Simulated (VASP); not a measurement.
# Au (Fm-3m) in VASP: settings compared, part 2 of 2

VASP 6.6.1. The steps go on from the part before.

## (6) Single point, LDA, non-collinear spin, zero start, spin-orbit coupling

This run uses another cell than the first one, of 17.53 Å³/atom.

Input file INCAR:

```
ALGO = Normal ; EDIFF = 1E-6
ENCUT = 540 ; GGA_COMPAT = F
ISIF = 2 ; ISMEAR = -1
LASPH = T ; LCHARG = F
LMAXMIX = 4 ; LNONCOLLINEAR = T
LORBIT = 11 ; LORBMOM = T
LREAL = F ; LSORBIT = T
LWAVE = F ; MAGMOM = 0 0 0
NBANDS = 30 ; NELM = 200
PREC = Accurate ; SIGMA = 0.05
```

Input file KPOINTS:

```
k-points
0
Gamma
  11 11 11
```

Input file POSCAR:

```
Au
1.0
    0.0000000000      2.0617793868      2.0617793868
    2.0617793868      0.0000000000      2.0617793868
    2.0617793868      2.0617793868      0.0000000000
Au
1
Direct
    0.0000000000      0.0000000000      0.0000000000
```

Potentials or basis: VASP PAW LDA potentials, release 64 (Au_sv_GW).

Command:

```
$ cat potpaw_LDA.64/Au_sv_GW/POTCAR > POTCAR
$ mpirun -np 1 vasp_ncl > vasp.out
```

OUTCAR:

```text
EDIFF = 1E-6
   ENCUT = 540
   ISIF = 2
   ISMEAR = -1
   LASPH = T
   LNONCOLLINEAR = T
   LORBIT = 11
   LREAL = F
   LSORBIT = T
   NELM = 200
   PREC = Accurate

 ion  position               nearest neighbor table
   1  0.000  0.000  0.000-

  LATTYP: Found a face centered cubic cell.
 ALAT       =     4.1235587736

  Lattice vectors:

 A1 = (   0.0000000000,   2.0617793868,   2.0617793868)
 A2 = (   2.0617793868,   0.0000000000,   2.0617793868)
 A3 = (   2.0617793868,   2.0617793868,   0.0000000000)

Analysis of symmetry for initial positions (statically):
=====================================================================
 Subroutine PRICEL returns:
 Original cell was already a primitive cell.

 Routine SETGRP: Setting up the symmetry group for a
 face centered cubic supercell.

 Subroutine GETGRP returns: Found 48 space group operations
 (whereof 48 operations were pure point group operations)
 out of a pool of 48 trial point group operations.

The static configuration has the point symmetry O_h .

Analysis of symmetry for dynamics (positions and initial velocities):
=====================================================================
 Subroutine PRICEL returns:
 Original cell was already a primitive cell.

[... 1006 lines left out ...]
  1         0.000  -0.000   0.000  -0.000
 ------------------------------------------------
            0.000  -0.000   0.000  -0.000

 orbital moment (y)

 # of ion     p       d       f       tot
 ------------------------------------------------
  1         0.000   0.000  -0.000   0.000
 ------------------------------------------------
            0.000   0.000  -0.000   0.000

 orbital moment (z)

 # of ion     p       d       f       tot
 ------------------------------------------------
  1         0.000   0.000   0.000   0.000
 ------------------------------------------------
            0.000   0.000   0.000   0.000

 Spin-Orbit-Coupling matrix elements

 Ion:    1  E_soc:     -5.8343481
 l=   1
     0.0000000    -0.8553221    -0.8553221
    -0.8553221     0.0000000    -0.8553221
    -0.8553221    -0.8553221     0.0000000
 l=   2
     0.0000000    -0.0244169     0.0000000    -0.0244169    -0.0926420
    -0.0244169     0.0000000    -0.0694815    -0.0244169    -0.0231605
     0.0000000    -0.0694815     0.0000000    -0.0694815     0.0000000
    -0.0244169    -0.0244169    -0.0694815     0.0000000    -0.0231605
    -0.0926420    -0.0231605     0.0000000    -0.0231605     0.0000000
 l=   3
     0.0000000    -0.0000012     0.0000000     0.0000000     0.0000000    -0.0000014    -0.0000057
    -0.0000012     0.0000000    -0.0000020     0.0000000    -0.0000020    -0.0000031    -0.0000012
     0.0000000    -0.0000020     0.0000000    -0.0000035    -0.0000015    -0.0000022     0.0000000
     0.0000000     0.0000000    -0.0000035     0.0000000    -0.0000035     0.0000000     0.0000000
     0.0000000    -0.0000020    -0.0000015    -0.0000035     0.0000000    -0.0000022     0.0000000
    -0.0000014    -0.0000031    -0.0000022     0.0000000    -0.0000022     0.0000000    -0.0000014
    -0.0000057    -0.0000012     0.0000000     0.0000000     0.0000000    -0.0000014     0.0000000

 total charge

# of ion       s       p       d       f       tot
--------------------------------------------------
    1        2.296   6.627   8.493   0.011  17.428

 magnetization (x)

# of ion       s       p       d       f       tot
--------------------------------------------------
    1        0.000   0.000   0.000   0.000   0.000

 magnetization (y)

# of ion       s       p       d       f       tot
--------------------------------------------------
    1        0.000   0.000   0.000   0.000   0.000

 magnetization (z)

# of ion       s       p       d       f       tot
--------------------------------------------------
    1        0.000  -0.000   0.000   0.000  -0.000
```

stdout:

```text
POSCAR found type information on POSCAR Au
 POSCAR found :  1 types and       1 ions
 scaLAPACK will be used
 LDA part: xc-table for (Slater(with rela. corr.)+CA(PZ))
 , standard interpolation
 POSCAR, INCAR and KPOINTS ok, starting setup
 FFT: planning ... GRIDC
 FFT: planning ... GRID_SOFT
 FFT: planning ... GRID
 WAVECAR not read
 entering main loop
```

Wall time 50 s (1 thread of AMD EPYC 9R45 (Zen 5), shared host); peak memory 0.17 GiB.

Results:

* Free energy: -6.6971 eV
* Pressure: -9.2 GPa
* Net moment: 0.00 μB per cell
* Valence electrons inside the program's atomic spheres: Au 17.43

Moments on the atoms (μB; x, y, z):
```
Au  0.00 0.00 0.00
```

Caveat: the cell stands under tension.

## (7) The runs side by side

| level | potentials or basis | spin | cell | k mesh | cutoff (eV) | grid for exact exchange (PRECFOCK) | share of exact exchange | gap on the mesh (eV) | pressure (GPa) | moment (μB) |
| --- | --- | --- | --- | --- | --- | --- | --- | --- | --- | --- |
| LDA | VASP PAW LDA potentials, release 64 (Au_sv_GW) | non-collinear, zero start, SOC | a = 2.934 Å, angles 60.0°, 1 atom | 11 × 11 × 11 | 540 | - | - | - | -11.7 | 0.00 |
| r2SCAN50 | VASP PAW PBE potentials, release 64 (Au_sv_GW) | off | a = 2.878 Å, angles 60.0°, 1 atom | 6 × 6 × 6 | 440 | Normal | 0.5 | none | 1.0 | - |
| LDA | VASP PAW LDA potentials, release 64 (Au_sv_GW) | non-collinear, zero start, SOC | a = 2.878 Å, angles 60.0°, 1 atom | 11 × 11 × 11 | 540 | - | - | - | -2.9 | 0.00 |
| r2SCAN50 | VASP PAW PBE potentials, release 64 (Au_sv_GW) | off | a = 2.819 Å, angles 60.0°, 1 atom | 6 × 6 × 6 | 440 | Normal | 0.5 | none | 13.9 | - |
| LDA | VASP PAW LDA potentials, release 64 (Au_sv_GW) | non-collinear, zero start, SOC | a = 2.916 Å, angles 60.0°, 1 atom | 11 × 11 × 11 | 540 | - | - | - | -9.2 | 0.00 |

Alike in all rows: task single point; smearing fermi-dirac 0.05 eV.

Caveats: some runs use coarse meshes; the cell stands under tension (at least some runs); the PAW data sets were made with another functional, which shifts forces and pressure a little (at least some runs); spin-orbit coupling is left out, which moves the levels of the heavy elements (at least some runs).

Absolute energies hang on the potentials; compare differences alone.
